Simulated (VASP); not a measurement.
Write the native input for VASP 6.6.1 that does the following.

```yaml
Task: single point
Functional: PBE
Potentials_or_basis: VASP PAW PBE potentials, release 64 (Li_sv)
Cutoff: 520 eV
k_mesh: 18 × 18 × 16
Occupations: fermi-dirac, width 0.08 eV
Spin: no spin polarisation
Dipole_correction: no
Further_INCAR_settings: ALGO = Normal; EDIFF = 1e-06; NBANDS = 8
```

The structure of Li lies in POSCAR:

```
Li
1.0
    2.4803129858      0.0000000000      0.0000000000
   -1.2401564929      2.1480140550      0.0000000000
    0.0000000000      0.0000000000      2.2585126965
Li
1
Direct
    0.0000000000      0.0000000000      0.0000000000
```

The input as run:

INCAR

```
SYSTEM = Li
PREC     = Accurate       ! precision mode
ENCUT    = 520            ! plane-wave cutoff, eV
EDIFF    = 1E-6           ! SCF threshold, eV
ISMEAR   = -1             ! smearing method
SIGMA    = 0.08           ! smearing width, eV
LREAL    = .FALSE.        ! projectors in reciprocal space
LASPH    = .TRUE.         ! aspherical terms in the spheres
NELM     = 80             ! most SCF steps
ALGO     = Normal         ! electronic algorithm
ISIF     = 2              ! what is computed and relaxed
LWAVE    = .FALSE.        ! write WAVECAR
LCHARG   = .FALSE.        ! write CHGCAR
GGA      = PE             ! functional
NBANDS   = 8              ! bands
```

KPOINTS

```
Automatic mesh
0
G
  18 18 16
  0 0 0
```

Potentials or basis: VASP PAW PBE potentials, release 64 (Li_sv).

Run with:

```bash
$ cat potpaw_PBE.64/Li_sv/POTCAR > POTCAR
$ mpirun -np 1 vasp_std > vasp.out
```

It took 32 s on 1 thread of Intel Xeon 8259CL (shared host), peak memory 0.13 GiB.
